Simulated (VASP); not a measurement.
# CdS (Hawleyite) (F-43m) in VASP: a series of runs, part 2 of 2

VASP 6.6.1. The steps go on from the part before.

## (5) Single point, PBEsol, non-collinear spin, zero start, spin-orbit coupling

The input, INCAR:

```
SYSTEM = CdS
PREC     = Accurate       ! precision mode
ENCUT    = 520            ! plane-wave cutoff, eV
EDIFF    = 1E-7           ! SCF threshold, eV
ISMEAR   = 0              ! smearing method
SIGMA    = 0.01           ! smearing width, eV
LREAL    = .FALSE.        ! projectors in reciprocal space
LASPH    = .TRUE.         ! aspherical terms in the spheres
NELM     = 150            ! most SCF steps
ALGO     = Normal         ! electronic algorithm
ISIF     = 2              ! what is computed and relaxed
LWAVE    = .FALSE.        ! write WAVECAR
LCHARG   = .FALSE.        ! write CHGCAR
LNONCOLLINEAR= .TRUE.         ! non-collinear magnetism
MAGMOM   = 0 0 0 0 0 0    ! initial moments
LORBIT   = 11             ! projections on sites
LSORBIT  = .TRUE.         ! spin-orbit coupling
GGA_COMPAT= .FALSE.      
LORBMOM  = .TRUE.       
GGA      = PS             ! functional
NBANDS   = 30             ! bands
```

The input, KPOINTS:

```
Automatic mesh
0
G
  6 6 6
  0 0 0
```

The input, POSCAR:

```
CdS
1.0
    0.0000000000      2.9122833951      2.9122833951
    2.9122833951      0.0000000000      2.9122833951
    2.9122833951      2.9122833951      0.0000000000
Cd S
1 1
Direct
    0.0000000000      0.0000000000      0.0000000000
    0.7500000000      0.7500000000      0.7500000000
```

Potentials or basis: VASP PAW PBE potentials, release 64 (Cd, S).

Launch:

```
> cat potpaw_PBE.64/Cd/POTCAR potpaw_PBE.64/S/POTCAR > POTCAR
> mpirun -np 1 vasp_ncl > vasp.out
```

OUTCAR:

```text
SYSTEM = CdS
   PREC = Accurate
   ENCUT = 520
   EDIFF = 1E-7
   ISMEAR = 0
   LREAL = .FALSE.
   LASPH = .TRUE.
   NELM = 150
   ISIF = 2
   LNONCOLLINEAR = .TRUE.
   LORBIT = 11
   LSORBIT = .TRUE.
   GGA = PS

 ion  position               nearest neighbor table
   1  0.000  0.000  0.000-   2 2.52   2 2.52   2 2.52   2 2.52
   2  0.750  0.750  0.750-   1 2.52   1 2.52   1 2.52   1 2.52

  LATTYP: Found a face centered cubic cell.
 ALAT       =     5.8245667902

  Lattice vectors:

 A1 = (   0.0000000000,   2.9122833951,   2.9122833951)
 A2 = (   2.9122833951,   0.0000000000,   2.9122833951)
 A3 = (   2.9122833951,   2.9122833951,   0.0000000000)

Analysis of symmetry for initial positions (statically):
[... 1015 lines left out ...]
 l=   3
     0.0000000     0.0000000     0.0000000     0.0000000     0.0000000     0.0000000     0.0000000
     0.0000000     0.0000000     0.0000000     0.0000000     0.0000000     0.0000000     0.0000000
     0.0000000     0.0000000     0.0000000     0.0000000     0.0000000     0.0000000     0.0000000
     0.0000000     0.0000000     0.0000000     0.0000000     0.0000000     0.0000000     0.0000000
     0.0000000     0.0000000     0.0000000     0.0000000     0.0000000     0.0000000     0.0000000
     0.0000000     0.0000000     0.0000000     0.0000000     0.0000000     0.0000000     0.0000000
     0.0000000     0.0000000     0.0000000     0.0000000     0.0000000     0.0000000     0.0000000

 total charge

# of ion       s       p       d       tot
------------------------------------------
    1        0.432   0.335   9.560  10.327
    2        1.317   2.377   0.000   3.694
--------------------------------------------------
tot          1.749   2.712   9.560  14.021

 magnetization (x)

# of ion       s       p       d       tot
------------------------------------------
    1       -0.000  -0.000  -0.000  -0.000
    2        0.000  -0.000   0.000  -0.000
--------------------------------------------------
tot         -0.000  -0.000  -0.000  -0.000

 magnetization (y)

# of ion       s       p       d       tot
------------------------------------------
    1        0.000  -0.000  -0.000  -0.000
    2        0.000   0.000   0.000   0.000
--------------------------------------------------
tot          0.000  -0.000  -0.000  -0.000

 magnetization (z)

# of ion       s       p       d       tot
------------------------------------------
    1       -0.000   0.000  -0.000  -0.000
    2       -0.000  -0.000   0.000  -0.000
--------------------------------------------------
tot         -0.000   0.000  -0.000  -0.000
```

It took 37 s on 1 thread of Intel Xeon 6975P-C (Granite Rapids), shared host; peak memory 0.32 GiB.

What came out:

```
Free energy                                           : -6.8404 eV
Pressure                                              : 0.4 GPa
Net moment                                            : 0.00 μB per cell
Valence electrons inside the program's atomic spheres : Cd 10.33; S 3.69
```

Moments on the atoms (μB; x, y, z):
```
Cd  0.00 0.00 0.00
S   0.00 0.00 0.00
```

Caveat: the PAW data sets were made with another functional, which shifts forces and pressure a little.

## (6) Single point, PBEsol, non-collinear spin, zero start, spin-orbit coupling

This run uses another cell than the first one, of 25.07 Å³/atom, 1.015 times its volume.

The input, INCAR:

```
SYSTEM = CdS
PREC = Accurate
ENCUT = 520
EDIFF = 1E-6
ISMEAR = 0
SIGMA = 0.01
LREAL = .False.
LASPH = .True.
NELM = 150
ALGO = Normal
ISIF = 2
LWAVE = .False.
LCHARG = .True.
MAGMOM = 0 0 0 0 0 0
LORBIT = 11
LSORBIT = .True.
GGA_COMPAT = .False.
LORBMOM = .True.
GGA = PS
LVHAR = .True.
NBANDS = 30
```

The input, KPOINTS:

```
Automatic mesh
0
Gamma
  6 6 6
  0 0 0
```

The input, POSCAR:

```
CdS
1.0
    0.0000000000      2.9268448120      2.9268448120
    2.9268448120      0.0000000000      2.9268448120
    2.9268448120      2.9268448120      0.0000000000
Cd S
1 1
Direct
    0.0000000000      0.0000000000      0.0000000000
    0.7500000000      0.7500000000      0.7500000000
```

Potentials or basis: VASP PAW PBE potentials, release 64 (Cd, S).

Launch:

```
> cat potpaw_PBE.64/Cd/POTCAR potpaw_PBE.64/S/POTCAR > POTCAR
> mpirun -np 1 vasp_ncl > vasp.out
```

OUTCAR:

```text
SYSTEM = CdS
   PREC = Accurate
   ENCUT = 520
   EDIFF = 1E-6
   ISMEAR = 0
   LREAL = .False.
   LASPH = .True.
   NELM = 150
   ISIF = 2
   LORBIT = 11
   LSORBIT = .True.
   GGA = PS

 ion  position               nearest neighbor table
   1  0.000  0.000  0.000-   2 2.53   2 2.53   2 2.53   2 2.53
   2  0.750  0.750  0.750-   1 2.53   1 2.53   1 2.53   1 2.53

  LATTYP: Found a face centered cubic cell.
 ALAT       =     5.8536896240

  Lattice vectors:

 A1 = (   0.0000000000,   2.9268448120,   2.9268448120)
 A2 = (   2.9268448120,   0.0000000000,   2.9268448120)
 A3 = (   2.9268448120,   2.9268448120,   0.0000000000)

Analysis of symmetry for initial positions (statically):
=====================================================================
 Subroutine PRICEL returns:
 Original cell was already a primitive cell.

 Routine SETGRP: Setting up the symmetry group for a
 face centered cubic supercell.

 Subroutine GETGRP returns: Found 24 space group operations
[... 988 lines left out ...]
     0.0000000     0.0000000     0.0000000     0.0000000     0.0000000     0.0000000     0.0000000
     0.0000000     0.0000000     0.0000000     0.0000000     0.0000000     0.0000000     0.0000000
     0.0000000     0.0000000     0.0000000     0.0000000     0.0000000     0.0000000     0.0000000
     0.0000000     0.0000000     0.0000000     0.0000000     0.0000000     0.0000000     0.0000000
     0.0000000     0.0000000     0.0000000     0.0000000     0.0000000     0.0000000     0.0000000
     0.0000000     0.0000000     0.0000000     0.0000000     0.0000000     0.0000000     0.0000000

 Ion:    2  E_soc:     -0.0021342
 l=   1
     0.0000000    -0.0003557    -0.0003557
    -0.0003557     0.0000000    -0.0003557
    -0.0003557    -0.0003557     0.0000000
 l=   2
     0.0000000     0.0000000     0.0000000     0.0000000     0.0000000
     0.0000000     0.0000000     0.0000000     0.0000000     0.0000000
     0.0000000     0.0000000     0.0000000     0.0000000     0.0000000
     0.0000000     0.0000000     0.0000000     0.0000000     0.0000000
     0.0000000     0.0000000     0.0000000     0.0000000     0.0000000
 l=   3
     0.0000000     0.0000000     0.0000000     0.0000000     0.0000000     0.0000000     0.0000000
     0.0000000     0.0000000     0.0000000     0.0000000     0.0000000     0.0000000     0.0000000
     0.0000000     0.0000000     0.0000000     0.0000000     0.0000000     0.0000000     0.0000000
     0.0000000     0.0000000     0.0000000     0.0000000     0.0000000     0.0000000     0.0000000
     0.0000000     0.0000000     0.0000000     0.0000000     0.0000000     0.0000000     0.0000000
     0.0000000     0.0000000     0.0000000     0.0000000     0.0000000     0.0000000     0.0000000
     0.0000000     0.0000000     0.0000000     0.0000000     0.0000000     0.0000000     0.0000000

 total charge

# of ion       s       p       d       tot
------------------------------------------
    1        0.429   0.326   9.560  10.315
    2        1.318   2.370   0.000   3.688
--------------------------------------------------
tot          1.747   2.696   9.560  14.003

 magnetization (x)

# of ion       s       p       d       tot
------------------------------------------
    1        0.000   0.000  -0.000   0.000
    2       -0.000   0.000   0.000  -0.000
--------------------------------------------------
tot         -0.000   0.000  -0.000   0.000

 magnetization (y)

# of ion       s       p       d       tot
------------------------------------------
    1        0.000  -0.000   0.000  -0.000
    2        0.000   0.000   0.000   0.000
--------------------------------------------------
tot          0.000  -0.000   0.000  -0.000

 magnetization (z)

# of ion       s       p       d       tot
------------------------------------------
    1        0.000   0.000  -0.000  -0.000
    2       -0.000  -0.000   0.000  -0.000
--------------------------------------------------
tot         -0.000   0.000  -0.000  -0.000
```

OSZICAR:

```text
N       E                     dE             d eps       ncg     rms          rms(c)
DAV:   1     0.124098881633E+03    0.12410E+03   -0.87221E+03  1344   0.110E+03
DAV:   2    -0.550705804255E+00   -0.12465E+03   -0.11846E+03  1470   0.286E+02
DAV:   3    -0.727644475024E+01   -0.67257E+01   -0.66790E+01  1562   0.675E+01
DAV:   4    -0.734013247314E+01   -0.63688E-01   -0.63664E-01  1496   0.640E+00
DAV:   5    -0.734106902432E+01   -0.93655E-03   -0.93653E-03  1606   0.757E-01    0.774E+00
DAV:   6    -0.685691749904E+01    0.48415E+00   -0.69600E-01  1760   0.130E+01    0.613E+00
DAV:   7    -0.684324770394E+01    0.13670E-01   -0.24559E-01  1512   0.359E+00    0.305E+00
DAV:   8    -0.684096770992E+01    0.22800E-02   -0.27683E-02  1488   0.220E+00    0.391E-01
DAV:   9    -0.683989455612E+01    0.10732E-02   -0.34115E-03  1508   0.988E-01    0.204E-01
DAV:  10    -0.684000646948E+01   -0.11191E-03   -0.61525E-04  1512   0.190E-01    0.677E-02
DAV:  11    -0.684004828801E+01   -0.41819E-04   -0.22372E-04  1572   0.209E-01    0.415E-02
DAV:  12    -0.684004961039E+01   -0.13224E-05   -0.49570E-05  1440   0.879E-02    0.964E-03
DAV:  13    -0.684005002431E+01   -0.41392E-06   -0.44612E-06  1524   0.155E-02
   1 F= -.68400500E+01 E0= -.68400500E+01  d E =-.210916E-16  mag=    -0.0000    -0.0000     0.0000
```

stdout:

```text
POSCAR found type information on POSCAR CdS
 POSCAR found :  2 types and       2 ions
 scaLAPACK will be used
 -----------------------------------------------------------------------------
|                                                                             |
|                                                                             |
|     You enforced a specific xc type in the INCAR file but a different       |
|     I HOPE YOU KNOW WHAT YOU ARE DOING!                                     |
|                                                                             |
 -----------------------------------------------------------------------------

 LDA part: xc-table for (Slater+PW92), standard interpolation
 POSCAR, INCAR and KPOINTS ok, starting setup
 FFT: planning ... GRIDC
 FFT: planning ... GRID_SOFT
 FFT: planning ... GRID
 WAVECAR not read
 entering main loop
```

Wall time 35 s (1 thread of Intel Xeon 6975P-C (Granite Rapids), shared host); peak memory 0.32 GiB.

What came out:

| Quantity | Value |
| --- | --- |
| Free energy | -6.8401 eV |
| Pressure | -0.6 GPa |
| Net moment | 0.00 μB per cell |
| Valence electrons inside the program's atomic spheres | Cd 10.31; S 3.69 |

Moments on the atoms (μB; x, y, z):
```
Cd  0.00 0.00 0.00
S   0.00 0.00 0.00
```

Caveat: the PAW data sets were made with another functional, which shifts forces and pressure a little.

## (7) Overview

| spin | cell | pressure (GPa) | moment (μB) |
| --- | --- | --- | --- |
| off | a = 4.119 Å, angles 60.0°, 2 atoms | 0.4 | - |
| non-collinear, zero start, SOC | a = 4.098 Å, angles 60.0°, 2 atoms | 1.3 | 0.00 |
| non-collinear, zero start, SOC | a = 4.119 Å, angles 60.0°, 2 atoms | 0.4 | 0.00 |
| non-collinear, zero start, SOC | a = 4.139 Å, angles 60.0°, 2 atoms | -0.6 | 0.00 |

Alike in all rows: task single point; level PBEsol; potentials or basis VASP PAW PBE potentials, release 64 (Cd, S); k mesh 6 × 6 × 6; cutoff (eV) 520; smearing gaussian 0.01 eV.

Caveats: the PAW data sets were made with another functional, which shifts forces and pressure a little.

Total energies depend on the potentials used, so only differences within one code and one set of settings carry meaning.
